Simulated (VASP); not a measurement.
# O (R-3m) in VASP: a series of runs

The runs below take O through single point, with PBE, PBEsol+D4, LDA.

Program: VASP 6.6.1. These are calculated values, not measurements. Logs are shortened: lines on timing, memory, paths and dates and some standing lists are left out, and cuts for length are marked.

**1. The cell of the first run**

Symmetry: R-3m, No. 166, trigonal system. The conventional cell has a = 3.350 Å, b = 3.350 Å, c = 11.196 Å, α = 90.00°, β = 90.00°, γ = 120.00°. O (site symmetry 3m) has 1 O at 1.22 Å within 1.6 Å.

**2. Single point, PBE**

Input file INCAR:

```
PREC = Accurate ; ENCUT = 520
EDIFF = 1E-6 ; ISMEAR = -1
SIGMA = 0.05 ; LREAL = F
LASPH = T ; NELM = 100
ALGO = Normal ; ISIF = 2
LWAVE = F ; LCHARG = T
GGA = PE ; LELF = T
LVHAR = T ; NBANDS = 13
```

Input file KPOINTS:

```
regular mesh
0
Gamma
  9 9 9
```

Input file POSCAR:

```
O
1.0
    1.6749479049      0.9670316238      3.7319995215
   -1.6749479049      0.9670316238      3.7319995215
    0.0000000000     -1.9340632475      3.7319995215
O
2
Direct
    0.0546147200      0.0546147200      0.0546147200
    0.9453852800      0.9453852800      0.9453852800
```

Potentials or basis: VASP PAW PBE potentials, release 64 (O).

On the command line:

```sh
cat potpaw_PBE.64/O/POTCAR > POTCAR
mpirun -np 1 vasp_std > vasp.out
```

OUTCAR:

```text
PREC = Accurate
   ENCUT = 520
   EDIFF = 1E-6
   ISMEAR = -1
   LREAL = F
   LASPH = T
   NELM = 100
   ISIF = 2
   GGA = PE

 ion  position               nearest neighbor table
   1  0.055  0.055  0.055-   2 1.22
   2  0.945  0.945  0.945-   1 1.22

  LATTYP: Found a trigonal (rhomboedric) cell.
 ALAT       =     4.2033820995
 COS(alpha) =     0.6824333683

  Lattice vectors:

 A1 = (   1.6749479049,   0.9670316238,   3.7319995215)
 A2 = (  -1.6749479049,   0.9670316238,   3.7319995215)
 A3 = (   0.0000000000,  -1.9340632475,   3.7319995215)

Analysis of symmetry for initial positions (statically):
=====================================================================
 Subroutine PRICEL returns:
 Original cell was already a primitive cell.

 Routine SETGRP: Setting up the symmetry group for a
 trigonal (rhombohedral) supercell.

 Subroutine GETGRP returns: Found 12 space group operations
 (whereof 12 operations were pure point group operations)
 out of a pool of 12 trial point group operations.

The static configuration has the point symmetry D_3d.

Analysis of symmetry for dynamics (positions and initial velocities):
=====================================================================
 Subroutine PRICEL returns:
 Original cell was already a primitive cell.

 Routine SETGRP: Setting up the symmetry group for a
 trigonal (rhombohedral) supercell.

 Subroutine GETGRP returns: Found 12 space group operations
 (whereof 12 operations were pure point group operations)
 out of a pool of 12 trial point group operations.

The dynamic configuration has the point symmetry D_3d.

 Subroutine INISYM returns: Found 12 space group operations
 (whereof 12 operations are pure point group operations),
 and found     1 'primitive' translations

----------------------------------------------------------------------------------------

                                     Primitive cell

  volume of cell :      36.2689

  direct lattice vectors                    reciprocal lattice vectors
     1.674947905  0.967031624  3.731999522     0.298516747  0.172348724  0.089317625
    -1.674947905  0.967031624  3.731999522    -0.298516747  0.172348724  0.089317625
     0.000000000 -1.934063247  3.731999522     0.000000000 -0.344697449  0.089317625

  length of vectors
     4.203382099  4.203382099  4.203382099     0.356081408  0.356081408  0.356081408

  position of ions in fractional coordinates (direct lattice)
     0.054614720  0.054614720  0.054614720
[... 81 lines left out ...]
   NSW    =      0    number of steps for IOM
   IBRION =     -1    ionic relax: 0-MD 1-quasi-New 2-CG
   NFREE  =      0    steps in history (QN), initial steepest desc. (CG)
   ISIF   =      2    stress and relaxation
   ISYM   =      2    0-nonsym 1-usesym 2-fastsym
   POTIM  = 0.5000    time-step for ionic-motion
   TEBEG  =    0.0;   TEEND  =   0.0 temperature during run
   PSTRESS=    0.0 pullay stress
   NELECT =      12.0000    total number of electrons
   NUPDOWN=      -1.0000    fix difference up-down
   EMIN   =  10.00;   EMAX   =-10.00  energy-range for DOS
   EFERMI =   0.00;   METHOD = LEGACY
   ISMEAR =    -1;   SIGMA  =   0.05  broadening in eV -4-tet -1-fermi 0-gaus
   EFERMI_NEDOS =   21; number of points for ismear=-14 and -15
   IALGO  =     38    algorithm
   IMIX   =      4    mixing-type and parameters
     AMIX     =   0.40;   BMIX     =  1.00
     AMIX_MAG =   1.60;   BMIX_MAG =  1.00
  volume/ion in A,a.u.               =      18.13       122.38
  Fermi-wavevector in a.u.,A,eV,Ry     =   1.132288  2.139714 17.443710  1.282077
  Thomas-Fermi vector in A             =   2.268989
   LORBIT       =      0    0 simple, 1 ext, 2 COOP (PROOUT), +10 PAW based schemes
   GGA     = PE    functional components
   LHFCALC =     F    Hartree Fock is set to
   AEXX    =    0.0000 exact exchange contribution
   IVDW    =     0    specifies the selected vdW correction
   LEPSILON=     F    determine dielectric tensor
   LRPA    =     F    only Hartree local field effects (RPA)
 non-spin polarized calculation
  energy-cutoff  :      520.00
  volume of cell :       36.27
 maximum number of plane-waves:       995
   NGX = 15   NGY = 15   NGZ = 15

 number of electron      11.9999996 magnetization

 Free energy of the ion-electron system (eV)
  ---------------------------------------------------
  ext. energy  EPLUGINS =         0.00000000
  ---------------------------------------------------
  free energy    TOTEN  =        -9.15405282 eV

  energy without entropy =       -9.11363811  energy(sigma->0) =       -9.13384546

 E-fermi :  -2.0778     XC(G=0):  -7.2560

 val. band max:       -2.0824138426   @ k =   0.4444   0.1111   0.0000
 cond. band min:      -2.0732720508   @ k =   0.4444   0.0000   0.0000
 fundamental gap:      0.0091417917
 Fermi energy:        -2.0778088667

 k-point     1 :       0.0000    0.0000    0.0000
  band No.  band energies     occupation
      1     -28.5655      2.00000
      2     -15.8923      2.00000
      3      -9.8562      2.00000
      4      -8.3878      2.00000
      5      -8.3878      2.00000
      6      -1.8600      0.02531
      7      -1.8600      0.02531
      8       4.3642      0.00000
      9       8.2391      0.00000
     10      11.3466      0.00000
     11      13.5274      0.00000
     12      15.9078      0.00000
     13      15.9078      0.00000
[... 354 lines left out ...]
  band No.  band energies     occupation
      1     -28.4712      2.00000
      2     -16.0205      2.00000
      3      -9.2379      2.00000
      4      -9.0217      2.00000
      5      -8.6400      2.00000
      6      -2.6195      1.99996
      7      -1.7734      0.00453
      8       6.5435      0.00000
      9       8.3214      0.00000
     10      10.1931      0.00000
     11      10.6982      0.00000
     12      13.4833      0.00000
     13      15.9270      0.00000

 [... further k-points ...]
[... 5 lines left out ...]
  --------------------------------------------------------------------------------------
  -------------------------------------------------------------------------------------
  Total       -0.8173322     -0.8173322      0.8141277      0.0000000      0.0000000     -0.0000000
  in kB      -36.1055849    -36.1055849     35.9640260      0.0000000      0.0000000     -0.0000000
  external PRESSURE =     -12.0823813 kB  Pullay stress =       0.0000000 kB

 VOLUME and BASIS-vectors are now :
 -----------------------------------------------------------------------------
  energy-cutoff  :      520.00
  volume of cell :       36.27
      direct lattice vectors                 reciprocal lattice vectors
     1.674947905  0.967031624  3.731999522     0.298516747  0.172348724  0.089317625
    -1.674947905  0.967031624  3.731999522    -0.298516747  0.172348724  0.089317625
     0.000000000 -1.934063247  3.731999522     0.000000000 -0.344697449  0.089317625

 POSITION                                       TOTAL-FORCE (eV/Angst)
 -----------------------------------------------------------------------------------
      0.00000      0.00000      0.61147         0.000000      0.000000      0.744117
      0.00000      0.00000     10.58453         0.000000     -0.000000     -0.744117
 -----------------------------------------------------------------------------------
    total drift:                               -0.000000     -0.000000      0.000000

  FREE ENERGIE OF THE ION-ELECTRON SYSTEM (eV)
  ---------------------------------------------------
  free  energy   TOTEN  =        -9.1540528173 eV

  energy  without entropy=       -9.1136381070  energy(sigma->0) =       -9.13384546
```

OSZICAR:

```text
N       E                     dE             d eps       ncg     rms          rms(c)
DAV:   1     0.422381241938E+02    0.42238E+02   -0.58586E+03  2218   0.802E+02
DAV:   2    -0.756812173405E+01   -0.49806E+02   -0.48135E+02  2968   0.175E+02
DAV:   3    -0.943032837814E+01   -0.18622E+01   -0.18085E+01  2528   0.322E+01
DAV:   4    -0.943813208795E+01   -0.78037E-02   -0.78013E-02  2540   0.249E+00
DAV:   5    -0.943817101801E+01   -0.38930E-04   -0.38930E-04  2518   0.168E-01    0.445E+00
DAV:   6    -0.920045016159E+01    0.23772E+00   -0.20351E-01  2505   0.414E+00    0.233E+00
DAV:   7    -0.915157198602E+01    0.48878E-01   -0.18825E-01  2630   0.385E+00    0.462E-01
DAV:   8    -0.915394855485E+01   -0.23766E-02   -0.17247E-02  2260   0.105E+00    0.918E-02
DAV:   9    -0.915403990683E+01   -0.91352E-04   -0.12048E-04  2696   0.107E-01    0.277E-02
DAV:  10    -0.915405144262E+01   -0.11536E-04   -0.24934E-05  2290   0.425E-02    0.994E-03
DAV:  11    -0.915405314305E+01   -0.17004E-05   -0.51826E-06  2440   0.201E-02    0.532E-03
DAV:  12    -0.915405281728E+01    0.32577E-06   -0.10047E-06  2050   0.917E-03
   1 F= -.91540528E+01 E0= -.91338455E+01  d E =-.404147E-01
```

Run time: 13 s. Hardware: 1 thread of Intel Xeon 6975P-C (Granite Rapids), shared host; peak memory 0.17 GiB.

Results:

* Free energy: -9.1541 eV
* Pressure: -1.2 GPa
* Largest force: 0.744 eV/Å
* Band gap on the k mesh: zero (bands 6 and 7 overlap by 0.50 eV)

Forces in eV/Å, atoms in the order of the input:
```
O    0.000  0.000  0.744
O    0.000  0.000 -0.744
```

Caveat: the standard files for N, O and F lose accuracy on very short bonds; spin is off for a triplet molecule; this functional lacks dispersion, which holds the molecules together, so the pressure and a relaxed volume are unreliable.

**3. Single point, PBEsol+D4**

Input file INCAR:

```
SYSTEM = O
PREC     = Accurate       ! precision mode
ENCUT    = 520            ! plane-wave cutoff, eV
EDIFF    = 1E-6           ! SCF threshold, eV
ISMEAR   = -4             ! smearing method
SIGMA    = 0.05           ! smearing width, eV
LREAL    = .False.        ! projectors in reciprocal space
LASPH    = .True.         ! aspherical terms in the spheres
NELM     = 80             ! most SCF steps
ALGO     = Normal         ! electronic algorithm
ISIF     = 2              ! what is computed and relaxed
LWAVE    = .False.        ! write WAVECAR
LCHARG   = .False.        ! write CHGCAR
GGA      = PS             ! functional
IVDW     = 13             ! dispersion correction
NBANDS   = 13             ! bands
```

Input file KPOINTS:

```
regular mesh
0
Gamma
  9 9 9
  0 0 0
```

POSCAR is that of step 2.

Potentials or basis: VASP PAW PBE potentials, release 64 (O).

On the command line:

```sh
cat potpaw_PBE.64/O/POTCAR > POTCAR
mpirun -np 1 vasp_std > vasp.out
```

OUTCAR:

```text
SYSTEM = O
   PREC = Accurate
   ENCUT = 520
   EDIFF = 1E-6
   ISMEAR = -4
   LREAL = .False.
   LASPH = .True.
   NELM = 80
   ISIF = 2
   GGA = PS
   IVDW = 13

 ion  position               nearest neighbor table
   1  0.055  0.055  0.055-   2 1.22
   2  0.945  0.945  0.945-   1 1.22

  LATTYP: Found a trigonal (rhomboedric) cell.
 ALAT       =     4.2033820995
 COS(alpha) =     0.6824333683

  Lattice vectors:

 A1 = (   1.6749479049,   0.9670316238,   3.7319995215)
 A2 = (  -1.6749479049,   0.9670316238,   3.7319995215)
 A3 = (   0.0000000000,  -1.9340632475,   3.7319995215)

Analysis of symmetry for initial positions (statically):
=====================================================================
 Subroutine PRICEL returns:
 Original cell was already a primitive cell.

 Routine SETGRP: Setting up the symmetry group for a
 trigonal (rhombohedral) supercell.

 Subroutine GETGRP returns: Found 12 space group operations
 (whereof 12 operations were pure point group operations)
 out of a pool of 12 trial point group operations.

The static configuration has the point symmetry D_3d.

[... 175 lines left out ...]
      5      -8.4224      2.00000
      6      -1.8534      0.00000
      7      -1.8534      0.00000
      8       4.3162      0.00000
      9       8.1977      0.00000
     10      11.2595      0.00000
     11      13.4811      0.00000
     12      15.8455      0.00000
     13      15.8455      0.00000
[... 354 lines left out ...]
  band No.  band energies     occupation
      1     -28.4591      2.00000
      2     -15.9158      2.00000
      3      -9.2710      2.00000
      4      -9.0289      2.00000
      5      -8.6754      2.00000
      6      -2.6202      2.00000
      7      -1.7668      0.00000
      8       6.5123      0.00000
      9       8.2478      0.00000
     10      10.1253      0.00000
     11      10.6174      0.00000
     12      13.4339      0.00000
     13      15.9013      0.00000

 [... further k-points ...]

------------------------ aborting loop because EDIFF is reached ----------------------------------------

  DFT-D4 for vdW energy calculation

  Edisp (eV):   -0.05568

  FORCE on cell =-STRESS in cart. coord.  units (eV):
  Direction    XX          YY          ZZ          XY          YZ          ZX
  --------------------------------------------------------------------------------------
  -------------------------------------------------------------------------------------
  Total      -1.02468    -1.02468     0.10810     0.00000     0.00000     0.00000
  in kB     -45.26536   -45.26536     4.77534     0.00000     0.00000     0.00000
  external pressure =      -28.59 kB  Pullay stress =        0.00 kB

 VOLUME and BASIS-vectors are now :
 -----------------------------------------------------------------------------
  energy-cutoff  :      520.00
  volume of cell :       36.27
      direct lattice vectors                 reciprocal lattice vectors
     1.674947905  0.967031624  3.731999522     0.298516747  0.172348724  0.089317625
    -1.674947905  0.967031624  3.731999522    -0.298516747  0.172348724  0.089317625
     0.000000000 -1.934063247  3.731999522     0.000000000 -0.344697449  0.089317625

 POSITION                                       TOTAL-FORCE (eV/Angst)
 -----------------------------------------------------------------------------------
      0.00000      0.00000      0.61147         0.000000      0.000000      0.292540
      0.00000      0.00000     10.58453         0.000000     -0.000000     -0.292540
 -----------------------------------------------------------------------------------
    total drift:                               -0.000000     -0.000000      0.000000

  FREE ENERGIE OF THE ION-ELECTRON SYSTEM (eV)
  ---------------------------------------------------
  free  energy   TOTEN  =        -9.6032042913 eV

  energy  without entropy=       -9.6032042913  energy(sigma->0) =       -9.60320429
```

OSZICAR:

```text
N       E                     dE             d eps       ncg     rms          rms(c)
DAV:   1     0.419860925587E+02    0.41986E+02   -0.58415E+03  2218   0.802E+02
DAV:   2    -0.793638325425E+01   -0.49922E+02   -0.48252E+02  2955   0.174E+02
DAV:   3    -0.981716650892E+01   -0.18808E+01   -0.18530E+01  2528   0.323E+01
DAV:   4    -0.982491869248E+01   -0.77522E-02   -0.77509E-02  2560   0.248E+00
DAV:   5    -0.982495700241E+01   -0.38310E-04   -0.38310E-04  2498   0.166E-01    0.434E+00
DAV:   6    -0.959662677984E+01    0.22833E+00   -0.18212E-01  2560   0.397E+00    0.230E+00
DAV:   7    -0.954519317955E+01    0.51434E-01   -0.17628E-01  2625   0.377E+00    0.430E-01
DAV:   8    -0.954746917050E+01   -0.22760E-02   -0.17153E-02  2265   0.104E+00    0.575E-02
DAV:   9    -0.954749930977E+01   -0.30139E-04   -0.16679E-04  2590   0.123E-01    0.251E-02
DAV:  10    -0.954752421237E+01   -0.24903E-04   -0.42645E-05  2258   0.524E-02    0.961E-03
DAV:  11    -0.954752797516E+01   -0.37628E-05   -0.61716E-06  2390   0.244E-02    0.497E-03
DAV:  12    -0.954752820566E+01   -0.23050E-06   -0.69853E-07  2293   0.776E-03
   1 F= -.96032043E+01 E0= -.96032043E+01  d E =0.000000E+00
```

Wall time 12 s (1 thread of Intel Xeon 6975P-C (Granite Rapids), shared host); peak memory 0.17 GiB.

What came out:

| Quantity | Value |
| --- | --- |
| Free energy | -9.6032 eV |
| Pressure | -2.9 GPa |
| Largest force | 0.293 eV/Å |
| Band gap on the k mesh | zero (bands 6 and 7 overlap by 0.50 eV) |
| Dispersion energy per atom | -0.028 eV |

Forces in eV/Å, atoms in the order of the input:
```
O    0.000  0.000  0.293
O    0.000  0.000 -0.293
```

Stress tensor (GPa, compression positive):
```
-4.53  0.00  0.00
 0.00 -4.53  0.00
 0.00  0.00  0.48
```

Caveat: the standard files for N, O and F lose accuracy on very short bonds; spin is off for a triplet molecule; the PAW data sets were made with another functional, which shifts forces and pressure a little.

(Part 1 of 3 ends here.)
